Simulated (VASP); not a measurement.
Input of a VASP 6.6.1 run:

Contents of INCAR:

```
SYSTEM = CsSnI3
ALGO = Normal
EDIFF = 1E-6
ENCUT = 520
GGA = PE
ISIF = 2
ISMEAR = 0
LASPH = .True.
LCHARG = .True.
LELF = .True.
LREAL = .False.
LVHAR = .True.
LWAVE = .False.
NBANDS = 30
NELM = 100
PREC = Accurate
SIGMA = 0.014
```

KPOINTS

```
k-points
0
Gamma
  5 5 5
  0 0 0
```

Contents of POSCAR:

```
CsSnI3
1.0
    6.2057000000      0.0000000000      0.0000000000
    0.0000000000      6.2057000000      0.0000000000
    0.0000000000      0.0000000000      6.2057000000
Cs I Sn
1 3 1
Direct
    0.0000000000      0.0000000000      0.0000000000
    0.5000000000      0.5000000000      0.0000000000
    0.5000000000      0.0000000000      0.5000000000
    0.0000000000      0.5000000000      0.5000000000
    0.5000000000      0.5000000000      0.5000000000
```

Potentials or basis: VASP PAW PBE potentials, release 64 (Cs_sv, I, Sn_d).

Launch:

```sh
$ cat potpaw_PBE.64/Cs_sv/POTCAR potpaw_PBE.64/I/POTCAR potpaw_PBE.64/Sn_d/POTCAR > POTCAR
$ mpirun -np 1 vasp_std > vasp.out
```

(1) Estimate the pressure.

(2) Predict the band gap on the k mesh.

## Answers

(1) 0.5 GPa.

(2) 1.75 eV, direct.

Caveat: spin-orbit coupling is left out, which moves the levels of the heavy elements.
